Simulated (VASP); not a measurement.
**Y: single point with revPBE**

Crystal: Y.

```
Y
1.0
     3.58465    0.00000    0.00000
    -1.79233    3.10440    0.00000
     0.00000    0.00000    5.59899
Y
2
Cartesian
  0.0000 2.0696 1.3997
  1.7923 1.0348 4.1992
```

This cell differs from its parent crystal: volume scaled by 0.92.

```
Program             : VASP 6.6.1
Task                : single point
Functional          : revPBE
Potentials or basis : VASP PAW PBE potentials, release 64 (Y_sv)
Cutoff              : 520 eV
k mesh              : 16 × 16 × 9
Occupations         : fermi-dirac, width 0.1 eV
Spin                : no spin polarisation
```

- Pressure: 3.5 GPa
- Band gap on the k mesh: zero (band 11 reaches 4.40 eV, above the bottom of band 12 at 2.87 eV)

Levels at points of the mesh, in eV from the Fermi level:
| k point | band 7 | band 8 | band 9 | band 10 | band 11 | band 12 | band 13 | band 14 | band 15 | band 16 |
| --- | --- | --- | --- | --- | --- | --- | --- | --- | --- | --- |
| (0.00, 0.00, 0.00) | -22.26 | -22.22 | -4.76 | -1.92 | 1.06 | 1.81 | 1.81 | 2.17 | 2.47 | 2.47 |
| (0.50, 0.00, 0.00) | -22.40 | -22.32 | -1.68 | -1.27 | -0.89 | -0.04 | 1.50 | 1.51 | 2.21 | 5.28 |

It took 76 s on 1 thread of Intel(R) Xeon(R) 6975P-C (Granite Rapids) (shared host), peak memory 0.29 GiB.

Caveat: the PAW data sets were made with another functional, which shifts forces and pressure a little.
